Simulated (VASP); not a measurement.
# Sb in VASP: a series of runs

Runs on Sb. Level: PBEsol. Tasks: single point.

Everything below comes from runs of VASP 6.6.1. Logs are shortened: lines on timing, memory, paths and dates and some standing lists are left out, and cuts for length are marked.

### Step 1. The cell of the first run

The cell holds a slab with vacuum, 3 atoms: a = 3.334 Å, b = 3.334 Å, c = 21.444 Å, α = 90.00°, β = 90.00°, γ = 120.00°.

### Step 2. Single point, PBEsol

Contents of INCAR:

```
SYSTEM = Sb
PREC     = Accurate       ! precision mode
ENCUT    = 520            ! plane-wave cutoff, eV
EDIFF    = 1E-7           ! SCF threshold, eV
ISMEAR   = -1             ! smearing method
SIGMA    = 0.1            ! smearing width, eV
LREAL    = .False.        ! projectors in reciprocal space
LASPH    = .True.         ! aspherical terms in the spheres
NELM     = 80             ! most SCF steps
ALGO     = Normal         ! electronic algorithm
ISIF     = 2              ! what is computed and relaxed
LWAVE    = .False.        ! write WAVECAR
LCHARG   = .True.         ! write CHGCAR
LDIPOL   = .True.       
IDIPOL   = 3            
DIPOL    = 0.5 0.5 0.500
GGA      = PS             ! functional
LELF     = .True.         ! ELF
LVHAR    = .True.       
LVACPOTAV= .True.       
NBANDS   = 14             ! bands
```

Contents of KPOINTS:

```
regular mesh
0
Gamma
  11 11 1
  0 0 0
```

Contents of POSCAR:

```
Sb
1.0
    3.3338465302      0.0000000000      0.0000000000
   -1.6669232651      2.8871957875      0.0000000000
    0.0000000000      0.0000000000     21.4441000000
Sb
3
Direct
    0.1666666665      0.3333333335      0.3730618543
    0.5000000005      0.9999999995      0.4999999996
    0.8333333335      0.6666666665      0.6269381457
```

Potentials or basis: VASP PAW PBE potentials, release 64 (Sb).

The run is started by

```console
$ cat potpaw_PBE.64/Sb/POTCAR > POTCAR
$ mpirun -np 1 vasp_std > vasp.out
```

OUTCAR:

```text
SYSTEM = Sb
   PREC = Accurate
   ENCUT = 520
   EDIFF = 1E-7
   ISMEAR = -1
   LREAL = .False.
   LASPH = .True.
   NELM = 80
   ISIF = 2
   GGA = PS

 ion  position               nearest neighbor table
   1  0.167  0.333  0.373-   2 3.33   2 3.33   2 3.33
   2  0.500  1.000  0.500-   1 3.33   1 3.33   1 3.33   3 3.33   3 3.33   3 3.33
   3  0.833  0.667  0.627-   2 3.33   2 3.33   2 3.33

  LATTYP: Found a hexagonal cell.
 ALAT       =     3.3338465302
 C/A-ratio  =     6.4322396984

  Lattice vectors:

 A1 = (   3.3338465302,   0.0000000000,   0.0000000000)
 A2 = (  -1.6669232651,   2.8871957875,   0.0000000000)
 A3 = (   0.0000000000,   0.0000000000,  21.4441000000)

Analysis of symmetry for initial positions (statically):
=====================================================================
 Subroutine PRICEL returns:
 Original cell was already a primitive cell.

 Routine SETGRP: Setting up the symmetry group for a
 hexagonal supercell.

 Subroutine GETGRP returns: Found 12 space group operations
 (whereof  4 operations were pure point group operations)
 out of a pool of 24 trial point group operations.

The static configuration has the point symmetry C_2h.
 The point group associated with its full space group is D_3d.

Analysis of symmetry for dynamics (positions and initial velocities):
=====================================================================
 Subroutine PRICEL returns:
 Original cell was already a primitive cell.

 Routine SETGRP: Setting up the symmetry group for a
 hexagonal supercell.

 Subroutine GETGRP returns: Found 12 space group operations
 (whereof  4 operations were pure point group operations)
 out of a pool of 24 trial point group operations.

The dynamic configuration has the point symmetry C_2h.
 The point group associated with its full space group is D_3d.

 Subroutine INISYM returns: Found 12 space group operations
 (whereof  4 operations are pure point group operations),
 and found     1 'primitive' translations

----------------------------------------------------------------------------------------

                                     Primitive cell

  volume of cell :     206.4095

  direct lattice vectors                    reciprocal lattice vectors
     3.333846530  0.000000000  0.000000000     0.299953819  0.173178418  0.000000000
    -1.666923265  2.887195788  0.000000000     0.000000000  0.346356837  0.000000000
     0.000000000  0.000000000 21.444100000     0.000000000  0.000000000  0.046632873

  length of vectors
[... 89 lines left out ...]
   EFERMI =   0.00;   METHOD = LEGACY
   ISMEAR =    -1;   SIGMA  =   0.10  broadening in eV -4-tet -1-fermi 0-gaus
   EFERMI_NEDOS =   21; number of points for ismear=-14 and -15
   IALGO  =     38    algorithm
   IMIX   =      4    mixing-type and parameters
     AMIX     =   0.40;   BMIX     =  1.00
     AMIX_MAG =   1.60;   BMIX_MAG =  1.00
  volume/ion in A,a.u.               =      68.80       464.31
  Fermi-wavevector in a.u.,A,eV,Ry     =   0.683170  1.291004  6.350125  0.466721
  Thomas-Fermi vector in A             =   1.762456
   LORBIT       =      0    0 simple, 1 ext, 2 COOP (PROOUT), +10 PAW based schemes
   GGA     = PS    functional components
   LHFCALC =     F    Hartree Fock is set to
   AEXX    =    0.0000 exact exchange contribution
   IVDW    =     0    specifies the selected vdW correction
   LEPSILON=     F    determine dielectric tensor
   LRPA    =     F    only Hartree local field effects (RPA)
 non-spin polarized calculation
  energy-cutoff  :      520.00
  volume of cell :      206.41
 maximum number of plane-waves:      5587
 NGX is ok and might be reduce to    28
   NGX = 13   NGY = 13   NGZ = 79

 number of electron      15.0000000 magnetization

 dipolmoment           0.000000      0.000000      0.000000 electrons x Angstroem

 Free energy of the ion-electron system (eV)
  ---------------------------------------------------
  ext. energy  EPLUGINS =         0.00000000
  ---------------------------------------------------
  free energy    TOTEN  =       -12.39910857 eV

  energy without entropy =      -12.31089054  energy(sigma->0) =      -12.35499955

 E-fermi :   0.6322     XC(G=0):  -4.7027

 val. band max:        0.6174600559   @ k =   0.1818   0.0909   0.0000
 cond. band min:       0.7004817145   @ k =   0.4545   0.0000   0.0000
 fundamental gap:      0.0830216586
 Fermi energy:         0.6322363566

 k-point     1 :       0.0000    0.0000    0.0000
  band No.  band energies     occupation
      1     -12.1115      2.00000
      2     -10.8200      2.00000
      3      -9.3325      2.00000
      4      -4.0662      2.00000
      5      -1.1243      2.00000
      6       2.2674      0.00000
      7       4.4893      0.00000
      8       4.6538      0.00000
      9       4.6538      0.00000
     10       5.0973      0.00000
     11       5.4646      0.00000
     12       5.4646      0.00000
     13       5.6184      0.00000
     14       6.0153      0.00000
[... 241 lines left out ...]
      1      -7.6711      2.00000
      2      -7.1550      2.00000
      3      -6.9120      2.00000
      4      -3.7197      2.00000
      5      -2.9780      2.00000
      6      -2.9603      2.00000
      7      -2.0998      2.00000
      8      -1.6325      2.00000
      9      -0.8269      2.00000
     10       1.2189      0.00565
     11       1.3984      0.00094
     12       2.2191      0.00000
     13       6.2322      0.00000
     14       6.2495      0.00000

------------------------ aborting loop because EDIFF is reached ----------------------------------------

  FORCE on cell =-STRESS in cart. coord.  units (eV):
  Direction    XX          YY          ZZ          XY          YZ          ZX
  --------------------------------------------------------------------------------------
  -------------------------------------------------------------------------------------
  Total       -1.9695366     -1.9695366     -0.6232180      0.0000000     -0.0000000      0.0000000
  in kB      -15.2877992    -15.2877992     -4.8374992      0.0000000     -0.0000000      0.0000000
  external PRESSURE =     -11.8043659 kB  Pullay stress =       0.0000000 kB

 VOLUME and BASIS-vectors are now :
 -----------------------------------------------------------------------------
  energy-cutoff  :      520.00
  volume of cell :      206.41
      direct lattice vectors                 reciprocal lattice vectors
     3.333846530  0.000000000  0.000000000     0.299953819  0.173178418  0.000000000
    -1.666923265  2.887195788  0.000000000     0.000000000  0.346356837  0.000000000
     0.000000000  0.000000000 21.444100000     0.000000000  0.000000000  0.046632873

 POSITION                                       TOTAL-FORCE (eV/Angst)
 -----------------------------------------------------------------------------------
     -0.00000      0.96240      7.99998        -0.000000     -0.000000      0.113727
      0.00000      2.88720     10.72205        -0.000000     -0.000000      0.000000
      1.66692      1.92480     13.44412         0.000000      0.000000     -0.113727
 -----------------------------------------------------------------------------------
    total drift:                               -0.000000      0.000000      0.000003

  FREE ENERGIE OF THE ION-ELECTRON SYSTEM (eV)
  ---------------------------------------------------
  free  energy   TOTEN  =       -12.3991085690 eV

  energy  without entropy=      -12.3108905370  energy(sigma->0) =      -12.35499955

 vacuum level on the upper side and lower side of the slab         4.985         4.985
```

OSZICAR:

```text
N       E                     dE             d eps       ncg     rms          rms(c)
DAV:   1     0.815811652754E+02    0.81581E+02   -0.43732E+03   448   0.739E+02
DAV:   2    -0.596285383797E+01   -0.87544E+02   -0.77795E+02   672   0.127E+02
DAV:   3    -0.122784924251E+02   -0.63156E+01   -0.62106E+01   582   0.404E+01
[... 12 lines left out ...]
DAV:  16    -0.123990925137E+02   -0.11145E-04   -0.16343E-06   504   0.310E-03    0.684E-04
DAV:  17    -0.123991018275E+02   -0.93138E-05   -0.39677E-07   448   0.151E-03    0.347E-04
DAV:  18    -0.123991074028E+02   -0.55753E-05   -0.28827E-07   432   0.116E-03    0.754E-05
DAV:  19    -0.123991085417E+02   -0.11390E-05   -0.80720E-08   428   0.533E-04    0.682E-05
DAV:  20    -0.123991085690E+02   -0.27242E-07   -0.76895E-10   460   0.102E-04
   1 F= -.12399109E+02 E0= -.12355000E+02  d E =-.882180E-01
```

Wall time 42 s (1 thread of Intel Xeon 6975P-C (Granite Rapids), shared host); peak memory 0.34 GiB.

What came out:

- Free energy: -12.3991 eV
- Largest force: 0.114 eV/Å

Forces on the atoms (eV/Å):
```
Sb   0.000  0.000  0.114
Sb   0.000  0.000  0.000
Sb   0.000  0.000 -0.114
```

Caveat: the PAW data sets were made with another functional, which shifts forces and pressure a little; spin-orbit coupling is left out, which moves the levels of the heavy elements.

### Step 3. Single point, PBEsol

Contents of INCAR:

```
SYSTEM = Sb
  ALGO = Normal
  DIPOL = 0.5 0.5 0.500
  EDIFF = 1E-6
  ENCUT = 520
  GGA = PS
  IDIPOL = 3
  ISIF = 2
  ISMEAR = -1
  LASPH = .True.
  LCHARG = .False.
  LDIPOL = .True.
  LREAL = .False.
  LWAVE = .False.
  NBANDS = 14
  NELM = 60
  PREC = Accurate
  SIGMA = 0.1
```

Contents of KPOINTS:

```
k-points
0
Gamma
  11 11 1
  0 0 0
```

Contents of POSCAR:

```
Sb
1.0
    3.3338465302      0.0000000000      0.0000000000
   -1.6669232651      2.8871957875      0.0000000000
    0.0000000000      0.0000000000     21.4441000000
Sb
3
Direct
    0.1666666667      0.3333333333      0.3772379733
    0.5000000000      1.0000000000      0.5000000002
    0.8333333333      0.6666666667      0.6227620261
```

Potentials or basis: VASP PAW PBE potentials, release 64 (Sb).

The run is started by

```console
$ cat potpaw_PBE.64/Sb/POTCAR > POTCAR
$ mpirun -np 1 vasp_std > vasp.out
```

It took 38 s on 1 thread of Intel Xeon 6975P-C (Granite Rapids), shared host; peak memory 0.34 GiB.

It converged, with:

| Quantity | Value |
| --- | --- |
| Free energy | -12.4098 eV |
| Largest force | 0.009 eV/Å |

Forces on the atoms (eV/Å):
```
Sb   0.000  0.000 -0.009
Sb   0.000  0.000  0.000
Sb   0.000  0.000  0.009
```

Levels at points of the mesh, in eV from the Fermi level:
```csv
k point,band 4,band 5,band 6,band 7,band 8,band 9,band 10,band 11
"(0.00, 0.00, 0.00)",-4.73,-1.58,1.94,3.85,3.85,3.85,4.51,4.74
```

Caveat: the PAW data sets were made with another functional, which shifts forces and pressure a little; spin-orbit coupling is left out, which moves the levels of the heavy elements.

### Step 4. Single point, PBEsol

Contents of INCAR:

```
PREC     = Accurate       # precision mode
ENCUT    = 520            # plane-wave cutoff, eV
EDIFF    = 1E-6           # SCF threshold, eV
ISMEAR   = -1             # smearing method
SIGMA    = 0.1            # smearing width, eV
LREAL    = F              # projectors in reciprocal space
LASPH    = T              # aspherical terms in the spheres
NELM     = 80             # most SCF steps
ALGO     = Normal         # electronic algorithm
ISIF     = 2              # what is computed and relaxed
LWAVE    = F              # write WAVECAR
LCHARG   = F              # write CHGCAR
LDIPOL   = T            
IDIPOL   = 3            
DIPOL    = 0.5 0.5 0.500
GGA      = PS             # functional
NBANDS   = 14             # bands
```

Contents of KPOINTS:

```
Automatic mesh
0
Gamma
  11 11 1
```

POSCAR is that of step 3.

The run is started by

```console
$ cat potpaw_PBE.64/Sb/POTCAR > POTCAR
$ mpirun -np 1 vasp_std > vasp.out
```

It took 38 s on 1 thread of Intel Xeon 6975P-C (Granite Rapids), shared host; peak memory 0.34 GiB.

Results (log left out):

| Property | Result |
| --- | --- |
| Free energy | -12.4098 eV |
| Largest force | 0.009 eV/Å |

Forces in eV/Å, atoms in the order of the input:
```
Sb   0.000  0.000 -0.009
Sb   0.000  0.000  0.000
Sb   0.000  0.000  0.009
```

Levels at points of the mesh, in eV from the Fermi level:
| k point | band 3 | band 4 | band 5 | band 6 | band 7 | band 8 | band 9 | band 10 | band 11 | band 12 |
| --- | --- | --- | --- | --- | --- | --- | --- | --- | --- | --- |
| (0.00, 0.00, 0.00) | -9.83 | -4.73 | -1.58 | 1.94 | 3.85 | 3.85 | 3.85 | 4.51 | 4.74 | 4.74 |

Caveat: the PAW data sets were made with another functional, which shifts forces and pressure a little; spin-orbit coupling is left out, which moves the levels of the heavy elements.

### Step 5. Single point, PBEsol

Contents of INCAR:

```
SYSTEM = Sb
PREC = Accurate
ENCUT = 520
EDIFF = 1E-6
ISMEAR = -1
SIGMA = 0.1
LREAL = .FALSE.
LASPH = .TRUE.
NELM = 80
ALGO = Normal
ISIF = 2
LWAVE = .FALSE.
LCHARG = .FALSE.
LDIPOL = .TRUE.
IDIPOL = 3
DIPOL = 0.5 0.5 0.500
GGA = PS
NBANDS = 14
EFIELD = -0.1
```

Contents of KPOINTS:

```
regular mesh
0
G
  11 11 1
  0 0 0
```

POSCAR is that of step 4.

The run is started by

```console
$ cat potpaw_PBE.64/Sb/POTCAR > POTCAR
$ mpirun -np 1 vasp_std > vasp.out
```

Run time: 41 s. Hardware: 1 thread of Intel Xeon 6975P-C (Granite Rapids), shared host; peak memory 0.34 GiB.

It converged, with:

```yaml
Free_energy: -12.4121 eV
Largest_force: 0.013 eV/Å
```

Forces in eV/Å, atoms in the order of the input:
```
Sb   0.000  0.000 -0.013
Sb   0.000  0.000  0.008
Sb   0.000  0.000  0.005
```

Levels at points of the mesh, in eV from the Fermi level:
```tsv
k point	band 4	band 5	band 6	band 7	band 8	band 9	band 10	band 11
(0.00, 0.00, 0.00)	-4.73	-1.58	1.93	3.75	3.85	3.85	4.57	4.74
```

Caveat: the PAW data sets were made with another functional, which shifts forces and pressure a little; spin-orbit coupling is left out, which moves the levels of the heavy elements.

### Step 6. Single point, PBEsol

Contents of INCAR:

```
PREC = Accurate
ENCUT = 520
EDIFF = 1E-7
ISMEAR = -1
SIGMA = 0.1
LREAL = F
LASPH = T
NELM = 80
ALGO = Normal
ISIF = 2
LWAVE = F
LCHARG = F
LDIPOL = T
IDIPOL = 3
DIPOL = 0.5 0.5 0.500
GGA = PS
NBANDS = 14
EFIELD = -0.1
```

Contents of KPOINTS:

```
regular mesh
0
Gamma
  11 11 1
```

POSCAR is that of step 5.

Potentials or basis: VASP PAW PBE potentials, release 64 (Sb).

The run is started by

```console
$ cat potpaw_PBE.64/Sb/POTCAR > POTCAR
$ mpirun -np 1 vasp_std > vasp.out
```

Run time: 46 s. Hardware: 1 thread of Intel Xeon 6975P-C (Granite Rapids), shared host; peak memory 0.34 GiB.

Results (log left out):

* Free energy: -12.4121 eV
* Largest force: 0.013 eV/Å

Forces on the atoms (eV/Å):
```
Sb   0.000  0.000 -0.013
Sb   0.000  0.000  0.008
Sb   0.000  0.000  0.005
```

Levels at points of the mesh, in eV from the Fermi level:
| k point | band 4 | band 5 | band 6 | band 7 | band 8 | band 9 | band 10 | band 11 |
| --- | --- | --- | --- | --- | --- | --- | --- | --- |
| (0.00, 0.00, 0.00) | -4.73 | -1.58 | 1.93 | 3.76 | 3.85 | 3.85 | 4.56 | 4.74 |

Caveat: the PAW data sets were made with another functional, which shifts forces and pressure a little; spin-orbit coupling is left out, which moves the levels of the heavy elements.
